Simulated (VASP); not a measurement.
Crystal: SiP7.

```
Si P
1.0
     3.30000    1.90526    3.93333
    -3.30000    1.90526    3.93333
     0.00000   -3.81051    3.93333
Si P
1 7
Direct
  0.00000 0.00000 0.00000
  0.50000 0.00000 0.50000
  0.56200 0.56200 0.56200
  0.00000 0.50000 0.50000
  0.50000 0.50000 0.00000
  0.06167 0.56167 0.06167
  0.56167 0.06167 0.06167
  0.06167 0.06167 0.56167
```

* Program: VASP 6.6.1
* Task: relaxation of cell and atoms
* Functional: PBE
* Potentials or basis: VASP PAW PBE potentials, release 64 (Si, P)
* Cutoff: 600 eV
* k mesh: 3 × 3 × 3
* Occupations: gaussian, width 0.2 eV
* Spin: no spin polarisation

At the start: pressure 1.8 GPa; volume 18.55 Å³/atom.

Problem. Where does the relaxation end?

Solution. Over 20 steps the energy falls by 105.5 meV/atom and the volume is 16.23 Å³/atom (-12.5 %); space group R3m (No. 160, to 0.05 Å).

Step by step:
| step | energy change (eV) | largest force (eV/Å) | pressure (GPa) | volume (Å³) |
| --- | --- | --- | --- | --- |
| 1 | 0.0000 | 0.8590 | 1.81 | 148.38 |
| 2 | -0.2620 | 0.4390 | 0.14 | 152.81 |
| 3 | -0.2624 | 0.4782 | 0.06 | 153.00 |
| 4 | -0.2975 | 0.2002 | -1.39 | 153.58 |
| 5 | -0.3073 | 0.1854 | -2.64 | 154.10 |
| 6 | -0.3224 | 0.1996 | -2.72 | 153.55 |
| 7 | -0.3729 | 0.2492 | -2.95 | 151.88 |
| 8 | -0.4878 | 0.3468 | -3.26 | 148.49 |
| 9 | -0.6623 | 0.5397 | -3.01 | 141.48 |
| 10 | -0.3511 | 1.0485 | 1.84 | 126.53 |
| 11 | -0.6873 | 0.6489 | -2.26 | 139.29 |
| 12 | -0.6948 | 0.7081 | -1.98 | 137.50 |
| 13 | -0.7688 | 0.6114 | -0.43 | 132.84 |
| 14 | -0.7869 | 0.5403 | 1.16 | 129.03 |
| 15 | -0.8243 | 0.2684 | -0.23 | 129.67 |
| 16 | -0.8271 | 0.3035 | -0.71 | 129.91 |
| 17 | -0.8386 | 0.1996 | 0.15 | 128.95 |
| 18 | -0.8394 | 0.1641 | 0.44 | 128.64 |
| 19 | -0.8423 | 0.1108 | 0.16 | 129.19 |
| 20 | -0.8437 | 0.0664 | -0.16 | 129.86 |

Final structure:
```
CELL_PARAMETERS angstrom
3.46788 2.00218 3.11716
-3.46788 2.00218 3.11716
0.00000 -4.00437 3.11716
ATOMIC_POSITIONS crystal
Si 0.02066 0.02066 0.02066
P 0.50614 0.00628 0.50614
P 0.54837 0.54837 0.54837
P 0.00628 0.50614 0.50614
P 0.50614 0.50614 0.00628
P 0.05463 0.55017 0.05463
P 0.55017 0.05463 0.05463
P 0.05463 0.05463 0.55017
```

Caveat: the k points lie up to 0.41 Å⁻¹ apart in the final cell; the relaxation stopped at a loose force limit of 0.08 eV/Å, so its end isn't a converged minimum.
